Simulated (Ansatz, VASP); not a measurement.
## Two plane-wave programs on La

```
CELL_PARAMETERS angstrom
3.16688 0.00000 0.00000
0.00000 3.16688 0.00000
0.00000 0.00000 3.16688
ATOMIC_POSITIONS crystal
La 0.00000 0.00000 0.00000
```

Alike in both runs: functional LDA; k mesh 9 × 9 × 9; occupations fermi-dirac, width 0.1 eV; no spin polarisation.

Ansatz relaxed the structure, and its values are those at the end. VASP's run is a single point on that final structure, the one shown.

|  | VASP | Ansatz |
| --- | --- | --- |
| version | VASP 6.6.1 | Ansatz 0.2.0 |
| potentials or method | VASP PAW LDA potentials, release 64 (La), cutoff 520 eV | plane waves (420 eV) with PAW, scalar-relativistic |
| valence electrons in the cell | 11 | 11 |

Ansatz gave:

- pressure (GPa): 0.0

Which values does VASP return?

Pressure (GPa): -0.2.

Ansatz warns that its potentials were made for another functional, while VASP's fit it. LDA's correlation is that of Perdew and Zunger in VASP and of Perdew and Wang (1992) in Ansatz.

Spin-orbit coupling is off throughout.
